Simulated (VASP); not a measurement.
# BeZn2Se3 (I-4m2) in VASP: a series of runs, part 2 of 2

VASP 6.6.1. Earlier steps stand in the parts before.

### Step 4. Single point, PBE

This run uses another cell than the first one: it holds 12 atoms, not 6.

INCAR

```
SYSTEM = BeZn2Se3
ALGO = Normal
EDIFF = 1E-6
ENCUT = 520
GGA = PE
ISIF = 2
ISMEAR = 0
LASPH = .True.
LCHARG = .False.
LREAL = .False.
LWAVE = .False.
NBANDS = 56
NELM = 60
PREC = Accurate
SIGMA = 0.1
```

KPOINTS

```
k-points
0
Gamma
  4 2 4
  0 0 0
```

POSCAR

```
BeZn2Se3
1.0
    3.9052389588      0.0000000000      0.0000000000
    0.0000000000     -7.8104779176      0.0000000000
   -1.9526194794      1.9526194794     -8.4048285611
Be Zn Se
2 4 6
Direct
    0.5000000000      0.7500000000      0.0000000000
    0.5000000000      0.2500000000      0.0000000000
    0.1613612214      0.5806806107      0.3227224428
    0.1613612214      0.0806806107      0.3227224428
    0.8386387786      0.9193193893      0.6772775572
    0.8386387786      0.4193193893      0.6772775572
    0.0719039372      0.7859519686      0.1438078744
    0.0719039372      0.2859519686      0.1438078744
    0.4280960628      0.9640480314      0.8561921256
    0.4280960628      0.4640480314      0.8561921256
    0.7500000000      0.6250000000      0.5000000000
    0.7500000000      0.1250000000      0.5000000000
```

Potentials or basis: VASP PAW PBE potentials, release 64 (Be, Zn, Se).

Started as:

```sh
$ cat potpaw_PBE.64/Be/POTCAR potpaw_PBE.64/Zn/POTCAR potpaw_PBE.64/Se/POTCAR > POTCAR
$ mpirun -np 1 vasp_std > vasp.out
```

OUTCAR:

```text
SYSTEM = BeZn2Se3
   EDIFF = 1E-6
   ENCUT = 520
   GGA = PE
   ISIF = 2
   ISMEAR = 0
   LASPH = .True.
   LREAL = .False.
   NELM = 60
   PREC = Accurate

 ion  position               nearest neighbor table
   1  0.500  0.750  0.000-   9 2.30   7 2.30   7 2.30  10 2.30
   2  0.500  0.250  0.000-  10 2.30   8 2.30   8 2.30   9 2.30
   3  0.161  0.581  0.323-  11 2.46  11 2.46   8 2.46   7 2.46
   4  0.161  0.081  0.323-  12 2.46  12 2.46   7 2.46   8 2.46
   5  0.839  0.919  0.677-  11 2.46  12 2.46   9 2.46   9 2.46
   6  0.839  0.419  0.677-  11 2.46  12 2.46  10 2.46  10 2.46
   7  0.072  0.786  0.144-   1 2.30   1 2.30   4 2.46   3 2.46
   8  0.072  0.286  0.144-   2 2.30   2 2.30   3 2.46   4 2.46
   9  0.428  0.964  0.856-   1 2.30   2 2.30   5 2.46   5 2.46
  10  0.428  0.464  0.856-   2 2.30   1 2.30   6 2.46   6 2.46
  11  0.750  0.625  0.500-   3 2.46   5 2.46   6 2.46   3 2.46
  12  0.750  0.125  0.500-   4 2.46   5 2.46   6 2.46   4 2.46

  LATTYP: Found a base centered monoclinic cell.
 ALAT       =    17.2573307290
 B/A-ratio  =     0.2262944960
 C/A-ratio  =     0.4525889919
 COS(beta)  =    -0.2262944960

  Lattice vectors:

 A1 = (  -1.9526194794,   1.9526194794,  -8.4048285611)
 A2 = (   1.9526194794,   1.9526194794,  -8.4048285611)
 A3 = (   0.0000000000,  -7.8104779176,   0.0000000000)

Analysis of symmetry for initial positions (statically):
=====================================================================
 Subroutine PRICEL returns following result:

  LATTYP: Found a body centered tetragonal cell.
 ALAT       =     3.9052389588
 C/A-ratio  =     4.3043863127

  Lattice vectors:

 A1 = (   1.9526194794,   1.9526194794,   8.4048285611)
 A2 = (  -1.9526194794,  -1.9526194794,   8.4048285611)
 A3 = (   1.9526194794,  -1.9526194794,  -8.4048285611)

   2 primitive cells build up your supercell.

 Routine SETGRP: Setting up the symmetry group for a
 base centered monoclinic supercell.

 Subroutine GETGRP returns: Found  2 space group operations
 (whereof  2 operations were pure point group operations)
[... 175 lines left out ...]
 Gauss-broadening in eV      SIGMA  =   0.10
  energy-cutoff  :      520.00
  volume of cell :      256.36
 maximum number of plane-waves:      6926
 NGX is ok and might be reduce to    30

 number of electron      87.9999977 magnetization

 Free energy of the ion-electron system (eV)
  ---------------------------------------------------
  ext. energy  EPLUGINS =         0.00000000
  ---------------------------------------------------
  free energy    TOTEN  =       -41.38949890 eV

  energy without entropy =      -41.38949890  energy(sigma->0) =      -41.38949890

 E-fermi :   2.4334     XC(G=0):  -9.2554

 val. band max:        1.9848993684   @ k =   0.0000   0.0000   0.0000
 cond. band min:       3.8122156912   @ k =   0.0000   0.0000   0.0000
 fundamental gap:      1.8273163228
 Fermi energy:         2.4333572954

 k-point     1 :       0.0000    0.0000    0.0000
  band No.  band energies     occupation
      1     -11.3665      2.00000
      2     -10.6020      2.00000
      3     -10.4818      2.00000
      4     -10.4616      2.00000
      5     -10.4472      2.00000
      6     -10.3555      2.00000
[... 815 lines left out ...]
     55       7.9750      0.00000
     56       7.9750      0.00000

------------------------ aborting loop because EDIFF is reached ----------------------------------------

  FORCE on cell =-STRESS in cart. coord.  units (eV):
  Direction    XX          YY          ZZ          XY          YZ          ZX
  --------------------------------------------------------------------------------------
  -------------------------------------------------------------------------------------
  Total        0.7438025      0.7438290      0.0564595      0.0000000     -0.0002411      0.0000000
  in kB        4.6485141      4.6486795      0.3528527      0.0000000     -0.0015065      0.0000000
  external PRESSURE =       3.2166821 kB  Pullay stress =       0.0000000 kB

 VOLUME and BASIS-vectors are now :
 -----------------------------------------------------------------------------
  energy-cutoff  :      520.00
  volume of cell :      256.36
      direct lattice vectors                 reciprocal lattice vectors
     3.905238959  0.000000000  0.000000000     0.256066277  0.000000000 -0.059489613
     0.000000000 -7.810477918  0.000000000     0.000000000 -0.128033138 -0.029744807
    -1.952619479  1.952619479 -8.404828561     0.000000000  0.000000000 -0.118979226

 POSITION                                       TOTAL-FORCE (eV/Angst)
 -----------------------------------------------------------------------------------
      1.95262     -5.85786      0.00000         0.000000     -0.000005      0.000004
      1.95262     -1.95262      0.00000         0.000000     -0.000005      0.000004
      0.00000     -3.90524     -2.71243         0.000000     -0.000433     -0.000870
      0.00000      0.00000     -2.71243         0.000000     -0.000433     -0.000870
      1.95262     -5.85786     -5.69240         0.000000      0.000464      0.000870
      1.95262     -1.95262     -5.69240         0.000000      0.000464      0.000870
      0.00000     -5.85786     -1.20868        -0.000000     -0.000026      0.026769
      0.00000     -1.95262     -1.20868        -0.000000     -0.000026      0.026769
      0.00000     -5.85786     -7.19615         0.000000      0.000002     -0.026789
      0.00000     -1.95262     -7.19615         0.000000      0.000002     -0.026789
      1.95262     -3.90524     -4.20241        -0.000000     -0.000002      0.000017
      1.95262      0.00000     -4.20241        -0.000000     -0.000002      0.000017
 -----------------------------------------------------------------------------------
    total drift:                               -0.000017      0.000065     -0.000071

  FREE ENERGIE OF THE ION-ELECTRON SYSTEM (eV)
  ---------------------------------------------------
  free  energy   TOTEN  =       -41.3894989012 eV

  energy  without entropy=      -41.3894989012  energy(sigma->0) =      -41.38949890
```

OSZICAR:

```text
N       E                     dE             d eps       ncg     rms          rms(c)
DAV:   1     0.689027295379E+03    0.68903E+03   -0.38003E+04  1568   0.165E+03
DAV:   2     0.562299100137E+02   -0.63280E+03   -0.60660E+03  1576   0.395E+02
DAV:   3    -0.386470790292E+02   -0.94877E+02   -0.92889E+02  1784   0.144E+02
DAV:   4    -0.429069142984E+02   -0.42598E+01   -0.42398E+01  1872   0.304E+01
DAV:   5    -0.429607339031E+02   -0.53820E-01   -0.53760E-01  1872   0.341E+00    0.102E+01
DAV:   6    -0.414343960922E+02    0.15263E+01   -0.32755E+00  2224   0.380E+01    0.781E+00
DAV:   7    -0.413877924566E+02    0.46604E-01   -0.30288E+00  1864   0.650E+00    0.293E+00
DAV:   8    -0.413866530163E+02    0.11394E-02   -0.18740E-01  1952   0.410E+00    0.981E-01
DAV:   9    -0.413890806359E+02   -0.24276E-02   -0.34661E-02  2040   0.231E+00    0.191E-01
DAV:  10    -0.413889160637E+02    0.16457E-03   -0.58265E-03  1968   0.860E-01    0.107E-01
DAV:  11    -0.413894639510E+02   -0.54789E-03   -0.19871E-03  1808   0.222E-01    0.386E-02
DAV:  12    -0.413894688798E+02   -0.49288E-05   -0.19297E-04  1968   0.186E-01    0.265E-02
DAV:  13    -0.413894878825E+02   -0.19003E-04   -0.48454E-05  1856   0.710E-02    0.133E-02
DAV:  14    -0.413894989860E+02   -0.11103E-04   -0.24385E-05  1752   0.477E-02    0.381E-03
DAV:  15    -0.413894989012E+02    0.84779E-07   -0.33073E-06  1568   0.166E-02
   1 F= -.41389499E+02 E0= -.41389499E+02  d E =-.650060E-11
```

It took 2.5 min on 1 thread of AMD EPYC 9R45 (Zen 5), shared host; peak memory 0.41 GiB.

What came out:

| Quantity | Value |
| --- | --- |
| Free energy | -41.3895 eV |
| Pressure | 0.3 GPa |
| Largest force | 0.027 eV/Å |
| Band gap on the k mesh | 1.83 eV |

Forces on the atoms (eV/Å):
```
Be   0.000  0.000  0.000
Be   0.000  0.000  0.000
Zn   0.000  0.000 -0.001
Zn   0.000  0.000 -0.001
Zn   0.000  0.000  0.001
Zn   0.000  0.000  0.001
Se   0.000  0.000  0.027
Se   0.000  0.000  0.027
Se   0.000  0.000 -0.027
Se   0.000  0.000 -0.027
Se   0.000  0.000  0.000
Se   0.000  0.000  0.000
```

Stress tensor (GPa, compression positive):
```
0.46 0.00 0.00
0.00 0.46 0.00
0.00 0.00 0.04
```

Levels at points of the mesh, in eV from the valence-band top:
| k point | band 40 | band 41 | band 42 | band 43 | band 44 | band 45 | band 46 | band 47 | band 48 | band 49 |
| --- | --- | --- | --- | --- | --- | --- | --- | --- | --- | --- |
| (0.00, 0.00, 0.00) | -0.74 | -0.61 | -0.24 | 0.00 | 0.00 | 1.83 | 2.78 | 2.94 | 3.66 | 3.90 |
| (0.50, 0.00, 0.00) | -2.13 | -1.69 | -0.99 | -0.74 | -0.61 | 2.78 | 2.84 | 3.32 | 3.90 | 4.02 |
| (0.00, 0.50, 0.00) | -1.14 | -0.91 | -0.91 | -0.22 | -0.22 | 3.28 | 3.28 | 3.59 | 3.59 | 4.10 |
| (0.50, 0.50, 0.00) | -1.99 | -1.67 | -1.67 | -1.50 | -1.50 | 3.46 | 3.46 | 3.96 | 3.96 | 4.20 |
| (0.00, 0.00, 0.50) | -0.90 | -0.74 | -0.61 | -0.53 | -0.53 | 2.66 | 2.78 | 3.59 | 3.62 | 3.90 |
| (0.00, 0.50, 0.50) | -0.90 | -0.59 | -0.59 | -0.41 | -0.41 | 2.91 | 2.91 | 3.41 | 3.41 | 3.69 |

### Step 5. Relaxation of cell and atoms, PBE

INCAR

```
PREC = Accurate ; ENCUT = 600
EDIFF = 1E-6 ; ISMEAR = 0
SIGMA = 0.1 ; LREAL = F
LASPH = T ; NELM = 100
ALGO = Normal ; ISIF = 3
LWAVE = F ; LCHARG = F
GGA = PE ; IBRION = 2
NSW = 90 ; EDIFFG = -0.04
```

KPOINTS

```
regular mesh
0
Gamma
  6 6 6
```

POSCAR

```
BeZn2Se3
1.0
   -1.9264520500      1.9264520500      8.1732438500
    1.9264520500     -1.9264520500      8.1732438500
    1.9264520500      1.9264520500     -8.1732438500
Be Zn Se
1 2 3
Direct
    0.5000000000      0.5000000000      0.0000000000
    0.8333333300      0.8333333300      0.0000000000
    0.1666666700      0.1666666700      0.0000000000
    0.4166666700      0.9166666700      0.5000000000
    0.0833333300      0.5833333300      0.5000000000
    0.7500000000      0.2500000000      0.5000000000
```

Potentials or basis: VASP PAW PBE potentials, release 64 (Be, Zn, Se).

Started as:

```sh
$ cat potpaw_PBE.64/Be/POTCAR potpaw_PBE.64/Zn/POTCAR potpaw_PBE.64/Se/POTCAR > POTCAR
$ mpirun -np 1 vasp_std > vasp.out
```

OUTCAR:

```text
PREC = Accurate
   ENCUT = 600
   EDIFF = 1E-6
   ISMEAR = 0
   LREAL = F
   LASPH = T
   NELM = 100
   ISIF = 3
   GGA = PE
   IBRION = 2
   NSW = 90
   EDIFFG = -0.04

 ion  position               nearest neighbor table
   1  0.500  0.500  0.000-   5 2.36   4 2.36   5 2.36   4 2.36
   2  0.833  0.833  0.000-   6 2.36   6 2.36   4 2.36   4 2.36
   3  0.167  0.167  0.000-   6 2.36   6 2.36   5 2.36   5 2.36
   4  0.417  0.917  0.500-   1 2.36   1 2.36   2 2.36   2 2.36
   5  0.083  0.583  0.500-   1 2.36   1 2.36   3 2.36   3 2.36
   6  0.750  0.250  0.500-   2 2.36   3 2.36   2 2.36   3 2.36

  LATTYP: Found a body centered tetragonal cell.
 ALAT       =     3.8529041000
 C/A-ratio  =     4.2426406876

  Lattice vectors:

 A1 = (  -1.9264520500,   1.9264520500,   8.1732438500)
 A2 = (   1.9264520500,  -1.9264520500,   8.1732438500)
 A3 = (   1.9264520500,   1.9264520500,  -8.1732438500)

Analysis of symmetry for initial positions (statically):
=====================================================================
 Subroutine PRICEL returns:
 Original cell was already a primitive cell.

 Routine SETGRP: Setting up the symmetry group for a
 body centered tetragonal supercell.

 Subroutine GETGRP returns: Found  8 space group operations
 (whereof  8 operations were pure point group operations)
 out of a pool of 16 trial point group operations.

The static configuration has the point symmetry D_2d.

Analysis of symmetry for dynamics (positions and initial velocities):
=====================================================================
 Subroutine PRICEL returns:
 Original cell was already a primitive cell.

 Routine SETGRP: Setting up the symmetry group for a
 body centered tetragonal supercell.

 Subroutine GETGRP returns: Found  8 space group operations
 (whereof  8 operations were pure point group operations)
 out of a pool of 16 trial point group operations.

The dynamic configuration has the point symmetry D_2d.

[... 129 lines left out ...]
  Thomas-Fermi vector in A             =   2.303942
   LORBIT       =      0    0 simple, 1 ext, 2 COOP (PROOUT), +10 PAW based schemes
   GGA     = PE    functional components
   LHFCALC =     F    Hartree Fock is set to
   AEXX    =    0.0000 exact exchange contribution
   IVDW    =     0    specifies the selected vdW correction
   LEPSILON=     F    determine dielectric tensor
   LRPA    =     F    only Hartree local field effects (RPA)
 conjugate gradient relaxation of ions
 non-spin polarized calculation
 Gauss-broadening in eV      SIGMA  =   0.10
  energy-cutoff  :      600.00
  volume of cell :      121.33
 maximum number of plane-waves:      4066
 NGX is ok and might be reduce to    70

--------------------------------------- Ionic step        1  -------------------------------------------

 number of electron      43.9999996 magnetization

 Free energy of the ion-electron system (eV)
  ---------------------------------------------------
  ext. energy  EPLUGINS =         0.00000000
  ---------------------------------------------------
  free energy    TOTEN  =       -20.29428698 eV

  energy without entropy =      -20.29428698  energy(sigma->0) =      -20.29428698

------------------------ aborting loop because EDIFF is reached ----------------------------------------

  FORCE on cell =-STRESS in cart. coord.  units (eV):
  Direction    XX          YY          ZZ          XY          YZ          ZX
  --------------------------------------------------------------------------------------
  -------------------------------------------------------------------------------------
  Total        4.2031824      4.2031824      4.1491588      0.0000000      0.0000000      0.0000000
  in kB       55.5031921     55.5031921     54.7898085      0.0000000      0.0000000      0.0000000
  external PRESSURE =      55.2653976 kB  Pullay stress =       0.0000000 kB
[... 267 lines left out ...]
--------------------------------------- Ionic step        8  -------------------------------------------

 number of electron      43.9999995 magnetization

 Free energy of the ion-electron system (eV)
  ---------------------------------------------------
  ext. energy  EPLUGINS =         0.00000000
  ---------------------------------------------------
  free energy    TOTEN  =       -20.74978112 eV

  energy without entropy =      -20.74978112  energy(sigma->0) =      -20.74978112

 E-fermi :   2.4311     XC(G=0):  -9.2531

 val. band max:        1.9621907231   @ k =   0.0000   0.0000   0.0000
 cond. band min:       3.7893668194   @ k =   0.0000   0.0000   0.0000
 fundamental gap:      1.8271760964
 Fermi energy:         2.4310510969

 k-point     1 :       0.0000    0.0000    0.0000
  band No.  band energies     occupation
      1     -11.3809      2.00000
      2     -10.6126      2.00000
      3     -10.3671      2.00000
      4      -4.5662      2.00000
      5      -4.4767      2.00000
      6      -4.4767      2.00000
[... 685 lines left out ...]
     25       6.0524      0.00000
     26       6.6941      0.00000

 [... further k-points ...]
[... 5 lines left out ...]
  --------------------------------------------------------------------------------------
  -------------------------------------------------------------------------------------
  Total        0.0845397      0.0845397      0.1529532      0.0000000     -0.0000000      0.0000000
  in kB        1.0553207      1.0553207      1.9093354      0.0000000     -0.0000000      0.0000000
  external PRESSURE =       1.3399923 kB  Pullay stress =       0.0000000 kB
[... 21 lines left out ...]
  FREE ENERGIE OF THE ION-ELECTRON SYSTEM (eV)
  ---------------------------------------------------
  free  energy   TOTEN  =       -20.7497811207 eV

  energy  without entropy=      -20.7497811207  energy(sigma->0) =      -20.74978112

 reached required accuracy - stopping structural energy minimisation
```

OSZICAR:

```text
N       E                     dE             d eps       ncg     rms          rms(c)
DAV:   1     0.319839054216E+03    0.31984E+03   -0.22093E+04  1560   0.202E+03
DAV:   2     0.142801111964E+02   -0.30556E+03   -0.29901E+03  1656   0.400E+02
DAV:   3    -0.200102880969E+02   -0.34290E+02   -0.33701E+02  1816   0.132E+02
DAV:   4    -0.210022678930E+02   -0.99198E+00   -0.99052E+00  1932   0.217E+01
[... 76 lines left out ...]
DAV:   3    -0.207500226057E+02    0.68876E-03   -0.19377E-03  1766   0.313E-01    0.120E-01
DAV:   4    -0.207497994097E+02    0.22320E-03   -0.34878E-04  1834   0.107E-01    0.414E-02
DAV:   5    -0.207497816302E+02    0.17780E-04   -0.63770E-05  2132   0.160E-01    0.148E-02
DAV:   6    -0.207497815021E+02    0.12811E-06   -0.23695E-05  1858   0.680E-02    0.413E-03
DAV:   7    -0.207497811207E+02    0.38143E-06   -0.11160E-06   880   0.121E-02
   8 F= -.20749781E+02 E0= -.20749781E+02  d E =-.510485E-03
```

Run time: 31 min. Hardware: 1 thread of AMD EPYC 9R45 (Zen 5), shared host; peak memory 0.81 GiB.

Results:

| Property | Result |
| --- | --- |
| Free energy | -20.7498 eV |
| Relaxed volume | 21.39 Å³/atom |
| Relaxed cell | a = 8.837 Å, b = 8.837 Å, c = 8.837 Å, α = 154.43°, β = 154.43°, γ = 36.47° |
| Space group after relaxing (to 0.05 Å) | I-4m2 (No. 119) |
| Energy gained by relaxing | 75.9 meV/atom |
| Ionic steps | 8 |
| Pressure after relaxing | 0.1 GPa |
| Largest force after relaxing | 0.012 eV/Å |
| Band gap on the k mesh | 1.83 eV, direct |

Forces on the atoms (eV/Å):
```
Be   0.000  0.000  0.000
Zn   0.000  0.000 -0.012
Zn   0.000  0.000  0.012
Se   0.000  0.000 -0.010
Se   0.000  0.000  0.010
Se   0.000  0.000  0.000
```

Step by step:
| step | energy change (eV) | largest force (eV/Å) | pressure (GPa) | volume (Å³) |
| --- | --- | --- | --- | --- |
| 1 | 0.0000 | 1.8118 | 5.53 | 121.33 |
| 2 | -0.3196 | 0.5981 | -2.00 | 134.00 |
| 3 | -0.3218 | 0.6857 | -1.44 | 132.83 |
| 4 | -0.3960 | 0.3812 | -0.73 | 130.72 |
| 5 | -0.4366 | 0.4058 | 0.51 | 127.70 |
| 6 | -0.4536 | 0.1327 | 0.03 | 128.56 |
| 7 | -0.4550 | 0.0685 | -0.16 | 128.89 |
| 8 | -0.4555 | 0.0123 | 0.13 | 128.35 |

Final structure:
```
Be Zn Se
1.0
    -1.95523    1.95523    8.39329
     1.95523   -1.95523    8.39329
     1.95523    1.95523   -8.39329
Be Zn Se
1 2 3
Direct
  0.50000 0.50000 0.00000
  0.83880 0.83880 0.00000
  0.16120 0.16120 0.00000
  0.42829 0.92829 0.50000
  0.07171 0.57171 0.50000
  0.75000 0.25000 0.50000
```

### Step 6. The runs side by side

```tsv
task	cell	k mesh	cutoff (eV)	gap on the mesh (eV)	pressure (GPa)	largest force (eV/Å)
single point	a = 8.615 Å, angles 154.2, 154.2, 36.9°, 6 atoms	6 × 6 × 6	520	2.21	5.5	1.81
single point	a = 8.844 Å, angles 154.5, 154.5, 36.4°, 6 atoms	6 × 6 × 6	520	1.83	0.2	0.02
single point	a = 3.905, b = 7.810, c = 8.847 Å, angles 102.8, 102.8, 90.0°, 12 atoms	4 × 2 × 4	520	1.83	0.3	0.03
relaxation of cell and atoms	relaxed from a = 8.615 Å, angles 154.2, 154.2, 36.9°, 6 atoms	6 × 6 × 6	600	1.83	0.1	0.01
```

Alike in all rows: level PBE; potentials or basis VASP PAW PBE potentials, release 64 (Be, Zn, Se); no spin polarisation; smearing gaussian 0.1 eV.

Caveats: forces of over 1 eV/Å act on the atoms, so gaps and moduli don't describe the material at rest (some runs).

Total energies depend on the potentials used, so only differences within one code and one set of settings carry meaning.
